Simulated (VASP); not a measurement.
# Rb (Im-3m) in VASP: a series of runs

The runs below take Rb through single point, with PBEsol.

Program: VASP 6.6.1. These are calculated values, not measurements. Logs are shortened: lines on timing, memory, paths and dates and some standing lists are left out, and cuts for length are marked.

**1. The cell of the first run**

It takes space group Im-3m (No. 229, cubic). Conventional cell: a = 5.605 Å, b = 5.605 Å, c = 5.605 Å, α = 90.00°, β = 90.00°, γ = 90.00°.

**2. Single point, PBEsol**

INCAR

```
  PREC = Accurate
  ENCUT = 520
  EDIFF = 1E-6
  ISMEAR = -1
  SIGMA = 0.05
  LREAL = F
  LASPH = T
  NELM = 100
  ALGO = Normal
  ISIF = 2
  LWAVE = F
  LCHARG = T
  GGA = PS
  LELF = T
  LVHAR = T
  NBANDS = 10
```

KPOINTS

```
regular mesh
0
Gamma
  10 10 10
```

POSCAR

```
Rb
1.0
   -2.8025000000      2.8025000000      2.8025000000
    2.8025000000     -2.8025000000      2.8025000000
    2.8025000000      2.8025000000     -2.8025000000
Rb
1
Direct
    0.0000000000      0.0000000000      0.0000000000
```

Potentials or basis: VASP PAW PBE potentials, release 64 (Rb_sv).

Run with:

```console
cat potpaw_PBE.64/Rb_sv/POTCAR > POTCAR
mpirun -np 1 vasp_std > vasp.out
```

OUTCAR:

```text
PREC = Accurate
   ENCUT = 520
   EDIFF = 1E-6
   ISMEAR = -1
   LREAL = F
   LASPH = T
   NELM = 100
   ISIF = 2
   GGA = PS

 ion  position               nearest neighbor table
   1  0.000  0.000  0.000-

  LATTYP: Found a body centered cubic cell.
 ALAT       =     5.6050000000

  Lattice vectors:

 A1 = (  -2.8025000000,   2.8025000000,   2.8025000000)
 A2 = (   2.8025000000,  -2.8025000000,   2.8025000000)
 A3 = (   2.8025000000,   2.8025000000,  -2.8025000000)

Analysis of symmetry for initial positions (statically):
=====================================================================
 Subroutine PRICEL returns:
 Original cell was already a primitive cell.

 Routine SETGRP: Setting up the symmetry group for a
 body centered cubic supercell.

 Subroutine GETGRP returns: Found 48 space group operations
 (whereof 48 operations were pure point group operations)
 out of a pool of 48 trial point group operations.

The static configuration has the point symmetry O_h .

Analysis of symmetry for dynamics (positions and initial velocities):
=====================================================================
 Subroutine PRICEL returns:
 Original cell was already a primitive cell.

 Routine SETGRP: Setting up the symmetry group for a
 body centered cubic supercell.

 Subroutine GETGRP returns: Found 48 space group operations
 (whereof 48 operations were pure point group operations)
 out of a pool of 48 trial point group operations.

The dynamic configuration has the point symmetry O_h .

 Subroutine INISYM returns: Found 48 space group operations
 (whereof 48 operations are pure point group operations),
 and found     1 'primitive' translations

----------------------------------------------------------------------------------------

                                     Primitive cell

  volume of cell :      88.0434

  direct lattice vectors                    reciprocal lattice vectors
    -2.802500000  2.802500000  2.802500000     0.000000000  0.178412132  0.178412132
     2.802500000 -2.802500000  2.802500000     0.178412132  0.000000000  0.178412132
     2.802500000  2.802500000 -2.802500000     0.178412132  0.178412132  0.000000000

  length of vectors
     4.854072388  4.854072388  4.854072388     0.252312857  0.252312857  0.252312857

  position of ions in fractional coordinates (direct lattice)
     0.000000000  0.000000000  0.000000000

[... 77 lines left out ...]
   EDIFFG = 0.1E-04   stopping-criterion for IOM
   NSW    =      0    number of steps for IOM
   IBRION =     -1    ionic relax: 0-MD 1-quasi-New 2-CG
   NFREE  =      0    steps in history (QN), initial steepest desc. (CG)
   ISIF   =      2    stress and relaxation
   ISYM   =      2    0-nonsym 1-usesym 2-fastsym
   POTIM  = 0.5000    time-step for ionic-motion
   TEBEG  =    0.0;   TEEND  =   0.0 temperature during run
   PSTRESS=    0.0 pullay stress
   NELECT =       9.0000    total number of electrons
   NUPDOWN=      -1.0000    fix difference up-down
   EMIN   =  10.00;   EMAX   =-10.00  energy-range for DOS
   EFERMI =   0.00;   METHOD = LEGACY
   ISMEAR =    -1;   SIGMA  =   0.05  broadening in eV -4-tet -1-fermi 0-gaus
   EFERMI_NEDOS =   21; number of points for ismear=-14 and -15
   IALGO  =     38    algorithm
   IMIX   =      4    mixing-type and parameters
     AMIX     =   0.40;   BMIX     =  1.00
     AMIX_MAG =   1.60;   BMIX_MAG =  1.00
  volume/ion in A,a.u.               =      88.04       594.15
  Fermi-wavevector in a.u.,A,eV,Ry     =   0.765462  1.446513  7.972081  0.585931
  Thomas-Fermi vector in A             =   1.865587
   LORBIT       =      0    0 simple, 1 ext, 2 COOP (PROOUT), +10 PAW based schemes
   GGA     = PS    functional components
   LHFCALC =     F    Hartree Fock is set to
   AEXX    =    0.0000 exact exchange contribution
   IVDW    =     0    specifies the selected vdW correction
   LEPSILON=     F    determine dielectric tensor
   LRPA    =     F    only Hartree local field effects (RPA)
 non-spin polarized calculation
  energy-cutoff  :      520.00
  volume of cell :       88.04
 maximum number of plane-waves:      2396
   NGX = 19   NGY = 19   NGZ = 19

 number of electron       9.0000000 magnetization

 Free energy of the ion-electron system (eV)
  ---------------------------------------------------
  ext. energy  EPLUGINS =         0.00000000
  ---------------------------------------------------
  free energy    TOTEN  =        -1.02581299 eV

  energy without entropy =       -1.01645156  energy(sigma->0) =       -1.02113228

 E-fermi :   0.0200     XC(G=0):  -5.6037

 val. band max:        0.0192211236   @ k =  -0.3000   0.4000   0.2000
 cond. band min:       0.1022976139   @ k =  -0.4000   0.4000   0.2000
 fundamental gap:      0.0830764903
 Fermi energy:         0.0199586396

 k-point     1 :       0.0000    0.0000    0.0000
  band No.  band energies     occupation
      1     -28.8197      2.00000
      2     -12.8632      2.00000
      3     -12.8632      2.00000
      4     -12.8632      2.00000
      5      -2.0003      2.00000
      6       3.7300      0.00000
      7       3.7300      0.00000
      8       3.7300      0.00000
      9       4.6997      0.00000
     10       4.6997      0.00000
[... 287 lines left out ...]
 k-point    24 :      -0.3000    0.3000    0.1000
  band No.  band energies     occupation
      1     -28.8160      2.00000
      2     -12.9332      2.00000
      3     -12.8906      2.00000
      4     -12.8713      2.00000
      5      -0.8659      2.00000
      6       2.1518      0.00000
      7       2.9424      0.00000
      8       3.8252      0.00000
      9       4.7051      0.00000
     10       5.1421      0.00000

 [... further k-points ...]

------------------------ aborting loop because EDIFF is reached ----------------------------------------

  FORCE on cell =-STRESS in cart. coord.  units (eV):
  Direction    XX          YY          ZZ          XY          YZ          ZX
  --------------------------------------------------------------------------------------
  -------------------------------------------------------------------------------------
  Total       -0.0267644     -0.0267644     -0.0267644      0.0000000      0.0000000      0.0000000
  in kB       -0.4870481     -0.4870481     -0.4870481      0.0000000      0.0000000      0.0000000
  external PRESSURE =      -0.4870481 kB  Pullay stress =       0.0000000 kB

 VOLUME and BASIS-vectors are now :
 -----------------------------------------------------------------------------
  energy-cutoff  :      520.00
  volume of cell :       88.04
      direct lattice vectors                 reciprocal lattice vectors
    -2.802500000  2.802500000  2.802500000     0.000000000  0.178412132  0.178412132
     2.802500000 -2.802500000  2.802500000     0.178412132  0.000000000  0.178412132
     2.802500000  2.802500000 -2.802500000     0.178412132  0.178412132  0.000000000

 POSITION                                       TOTAL-FORCE (eV/Angst)
 -----------------------------------------------------------------------------------
      0.00000      0.00000      0.00000         0.000000      0.000000      0.000000
 -----------------------------------------------------------------------------------
    total drift:                               -0.000000      0.000000      0.000000

  FREE ENERGIE OF THE ION-ELECTRON SYSTEM (eV)
  ---------------------------------------------------
  free  energy   TOTEN  =        -1.0258129854 eV

  energy  without entropy=       -1.0164515647  energy(sigma->0) =       -1.02113228
```

OSZICAR:

```text
N       E                     dE             d eps       ncg     rms          rms(c)
DAV:   1     0.425882339824E+02    0.42588E+02   -0.33379E+03   940   0.664E+02
DAV:   2     0.172229697135E+01   -0.40866E+02   -0.39761E+02  1058   0.122E+02
DAV:   3    -0.900705436253E+00   -0.26230E+01   -0.26103E+01  1236   0.323E+01
DAV:   4    -0.102325603911E+01   -0.12255E+00   -0.12223E+00  1348   0.600E+00
DAV:   5    -0.102590924200E+01   -0.26532E-02   -0.26530E-02  1230   0.753E-01    0.117E+00
DAV:   6    -0.102546462061E+01    0.44462E-03   -0.24475E-03  1326   0.277E-01    0.709E-01
DAV:   7    -0.102572690791E+01   -0.26229E-03   -0.37587E-03  1306   0.347E-01    0.546E-02
DAV:   8    -0.102580365291E+01   -0.76745E-04   -0.12917E-04  1086   0.986E-02    0.162E-02
DAV:   9    -0.102581337350E+01   -0.97206E-05   -0.13041E-05  1314   0.263E-02    0.621E-03
DAV:  10    -0.102581298542E+01    0.38808E-06   -0.32233E-06  1100   0.102E-02
   1 F= -.10258130E+01 E0= -.10211323E+01  d E =-.936142E-02
```

It took 45 s on 1 thread of Intel Xeon 8259CL, shared host; peak memory 0.21 GiB.

What came out:

| Item | Value |
| --- | --- |
| Free energy | -1.0258 eV |
| Pressure | 0.0 GPa |
| Band gap on the k mesh | zero (an odd number of electrons rules out a gap without spin polarisation) |

Caveat: the PAW data sets were made with another functional, which shifts forces and pressure a little.

**3. Single point, PBEsol**

This run uses another cell than the first one, of 21.13 Å³/atom.

INCAR

```
SYSTEM = Rb
PREC = Accurate
ENCUT = 520
EDIFF = 1E-7
ISMEAR = -1
SIGMA = 0.05
LREAL = .False.
LASPH = .True.
NELM = 100
ALGO = Fast
ISIF = 2
LWAVE = .False.
LCHARG = .False.
GGA = PS
NBANDS = 10
```

KPOINTS

```
regular mesh
0
Gamma
  7 7 7
  0 0 0
```

POSCAR

```
Rb
1.0
   -1.7416801363      1.7416801363      1.7416801363
    1.7416801363     -1.7416801363      1.7416801363
    1.7416801363      1.7416801363     -1.7416801363
Rb
1
Direct
    0.0000000000      0.0000000000      0.0000000000
```

Potentials or basis: VASP PAW PBE potentials, release 64 (Rb_sv).

Run with:

```console
cat potpaw_PBE.64/Rb_sv/POTCAR > POTCAR
mpirun -np 1 vasp_std > vasp.out
```

Wall time 11 s (1 thread of Intel Xeon 8259CL, shared host); peak memory 0.13 GiB.

The run converged. Its results:

| Property | Result |
| --- | --- |
| Free energy | 1.6276 eV |
| Pressure | 30.7 GPa |
| Band gap on the k mesh | zero (an odd number of electrons rules out a gap without spin polarisation) |

Levels at points of the mesh, in eV from the Fermi level:
```tsv
k point	band 3	band 4	band 5	band 6	band 7	band 8
(0.00, 0.00, 0.00)	-12.05	-12.05	-1.99	4.38	4.38	4.38
```

Caveat: the k points lie up to 0.36 Å⁻¹ apart, too coarse for converged energies and pressures of a metal; the PAW data sets were made with another functional, which shifts forces and pressure a little.

**4. Single point, PBEsol**

This run uses another cell than the first one, of 25.63 Å³/atom.

INCAR

```
PREC = Accurate ; ENCUT = 520
EDIFF = 1E-7 ; ISMEAR = -1
SIGMA = 0.05 ; LREAL = False
LASPH = True ; NELM = 80
ALGO = Fast ; ISIF = 2
LWAVE = False ; LCHARG = False
GGA = PS ; NBANDS = 10
```

KPOINTS

```
Automatic mesh
0
Gamma
  7 7 7
```

POSCAR

```
Rb
1.0
   -1.8574795017      1.8574795017      1.8574795017
    1.8574795017     -1.8574795017      1.8574795017
    1.8574795017      1.8574795017     -1.8574795017
Rb
1
Direct
    0.0000000000      0.0000000000      0.0000000000
```

Run with:

```console
cat potpaw_PBE.64/Rb_sv/POTCAR > POTCAR
mpirun -np 1 vasp_std > vasp.out
```

It took 9.8 s on 1 thread of Intel Xeon 8259CL, shared host; peak memory 0.13 GiB.

The run converged. Its results:

| Item | Value |
| --- | --- |
| Free energy | 0.9088 eV |
| Pressure | 20.3 GPa |
| Band gap on the k mesh | zero (an odd number of electrons rules out a gap without spin polarisation) |

Levels at points of the mesh, in eV from the Fermi level:
```csv
k point,band 3,band 4,band 5,band 6,band 7,band 8
"(0.00, 0.00, 0.00)",-12.18,-12.18,-2.58,4.48,4.48,4.48
```

Caveat: the cell stands under pressure; the PAW data sets were made with another functional, which shifts forces and pressure a little.

**5. Single point, PBEsol**

This run uses another cell than the first one, of 37.64 Å³/atom.

INCAR

```
PREC = Accurate
ENCUT = 520
EDIFF = 1E-6
ISMEAR = -1
SIGMA = 0.05
LREAL = F
LASPH = T
NELM = 80
ALGO = Normal
ISIF = 2
LWAVE = F
LCHARG = F
GGA = PS
NBANDS = 10
```

KPOINTS is that of step 4.

POSCAR

```
Rb
1.0
   -2.1111639124      2.1111639124      2.1111639124
    2.1111639124     -2.1111639124      2.1111639124
    2.1111639124      2.1111639124     -2.1111639124
Rb
1
Direct
    0.0000000000      0.0000000000      0.0000000000
```

Run with:

```console
cat potpaw_PBE.64/Rb_sv/POTCAR > POTCAR
mpirun -np 1 vasp_std > vasp.out
```

It took 10 s on 1 thread of Intel Xeon 8259CL, shared host; peak memory 0.15 GiB.

Results (log left out):

```
Free energy            : -0.1913 eV
Pressure               : 10.1 GPa
Band gap on the k mesh : zero (an odd number of electrons rules out a gap without spin polarisation)
```

Levels at points of the mesh, in eV from the Fermi level:
| k point | band 1 | band 2 | band 3 | band 4 | band 5 | band 6 | band 7 | band 8 | band 9 |
| --- | --- | --- | --- | --- | --- | --- | --- | --- | --- |
| (0.00, 0.00, 0.00) | -29.05 | -12.52 | -12.52 | -12.52 | -3.05 | 4.24 | 4.24 | 4.24 | 6.16 |

Caveat: the cell stands under pressure; the PAW data sets were made with another functional, which shifts forces and pressure a little.

**6. Single point, PBEsol**

This run uses another cell than the first one, of 47.83 Å³/atom.

INCAR

```
SYSTEM = Rb
ALGO = Fast
EDIFF = 1E-6
ENCUT = 520
GGA = PS
ISIF = 2
ISMEAR = -1
LASPH = .True.
LCHARG = .False.
LREAL = .False.
LWAVE = .False.
NBANDS = 10
NELM = 80
PREC = Accurate
SIGMA = 0.05
```

KPOINTS

```
k-points
0
Gamma
  7 7 7
  0 0 0
```

POSCAR

```
Rb
1.0
   -2.2866874832      2.2866874832      2.2866874832
    2.2866874832     -2.2866874832      2.2866874832
    2.2866874832      2.2866874832     -2.2866874832
Rb
1
Direct
    0.0000000000      0.0000000000      0.0000000000
```

Potentials or basis: VASP PAW PBE potentials, release 64 (Rb_sv).

Run with:

```console
cat potpaw_PBE.64/Rb_sv/POTCAR > POTCAR
mpirun -np 1 vasp_std > vasp.out
```

Run time: 20 s. Hardware: 1 thread of Intel Xeon 8259CL, shared host; peak memory 0.16 GiB.

The run converged. Its results:

```yaml
Free_energy: -0.6489 eV
Pressure: 5.0 GPa
Band_gap_on_the_k_mesh: zero (an odd number of electrons rules out a gap without spin polarisation)
```

Levels at points of the mesh, in eV from the Fermi level:
| k point | band 2 | band 3 | band 4 | band 5 | band 6 | band 7 |
| --- | --- | --- | --- | --- | --- | --- |
| (0.00, 0.00, 0.00) | -12.68 | -12.68 | -12.68 | -2.93 | 4.07 | 4.07 |

Caveat: the cell stands under pressure; the PAW data sets were made with another functional, which shifts forces and pressure a little.

**7. Overview**

```tsv
cell	k mesh	gap on the mesh (eV)	pressure (GPa)
a = 4.854 Å, angles 109.5°, 1 atom	10 × 10 × 10	none	0.0
a = 3.017 Å, angles 109.5°, 1 atom	7 × 7 × 7	none	30.7
a = 3.217 Å, angles 109.5°, 1 atom	7 × 7 × 7	none	20.3
a = 3.657 Å, angles 109.5°, 1 atom	7 × 7 × 7	none	10.1
a = 3.961 Å, angles 109.5°, 1 atom	7 × 7 × 7	none	5.0
```

Alike in all rows: task single point; level PBEsol; potentials or basis VASP PAW PBE potentials, release 64 (Rb_sv); no spin polarisation; cutoff (eV) 520; smearing fermi-dirac 0.05 eV.

Caveats: some runs use coarse meshes; the PAW data sets were made with another functional, which shifts forces and pressure a little; the cell stands under pressure (at least some runs).

Total energies depend on the potentials used, so only differences within one code and one set of settings carry meaning.
